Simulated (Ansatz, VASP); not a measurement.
**Al: VASP beside Ansatz**

```
Al
1.0
     2.86610    0.00000    0.00000
    -1.43305    2.48212    0.00000
     0.00000    0.00000   11.17750
Al
4
Direct
  0.00000 0.00000 0.00000
  0.33333 0.66667 0.25000
  0.00000 0.00000 0.50000
  0.66667 0.33333 0.75000
```

Alike in both runs: task single point; functional PBEsol; dispersion D3(BJ); k mesh 18 × 18 × 6; occupations gaussian, width 0.15 eV; no spin polarisation.

|  | VASP | Ansatz |
| --- | --- | --- |
| version | VASP 6.6.1 | Ansatz 0.2.0 |
| potentials or method | VASP PAW PBE potentials, release 64 (Al), cutoff 520 eV | scalar-relativistic, plane waves, PAW |
| valence electrons in the cell | 12 | 12 |

```tsv
	VASP	Ansatz	Ansatz less VASP
gap on the k mesh at the Fermi level (eV)	none	none	-
pressure (GPa)	-10.7	-10.7	-0.04
traceless stress, the component that is largest in VASP (GPa)	-3.02	-2.99	+0.033
```

VASP's potentials were made for PBE, not for PBEsol, and Ansatz warns of the same on its side. A gap of «none» marks a metal or a gap that the smearing closes.
